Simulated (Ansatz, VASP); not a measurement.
One calculation of AlNi, two programs

```
CELL_PARAMETERS angstrom
0.00000 -2.89272 0.00000
0.00000 0.00000 -2.89272
8.37817 -0.72318 -0.72318
ATOMIC_POSITIONS crystal
Al 0.80579 0.80579 0.77686
Al 0.97842 0.97842 0.08632
Al 0.89210 0.89210 0.43159
Ni 0.26263 0.26263 0.94949
Ni 0.43526 0.43526 0.25895
Ni 0.34894 0.34894 0.60422
```

Alike in both runs: task single point; functional PBE; k mesh 15 × 15 × 5; occupations gaussian, width 0.15 eV; no spin polarisation.

```csv
,VASP,Ansatz
version,VASP 6.6.1,Ansatz 0.2.0
potentials or method,"VASP PAW PBE potentials, release 64 (Al, Ni), cutoff 520 eV","scalar-relativistic, plane waves, PAW"
valence electrons in the cell,39,63
```

VASP gave:

| Quantity | Value |
| --- | --- |
| gap on the k mesh at the Fermi level (eV) | none |
| rms of the force components (eV/Å) | 7.796 |

Q: Estimate Ansatz's values.

A: gap on the k mesh at the Fermi level (eV): none; rms of the force components (eV/Å): 8.279.

Atom by atom the forces differ by 0.483 eV/Å (rms over components). A gap of «none» marks a metal or a gap that the smearing closes. The functional is the same, so the differences come from potentials, cutoffs and numerics. VASP's potentials hold 39 valence electrons a cell and Ansatz's 63, so a difference there can come from the potentials and not from the codes.
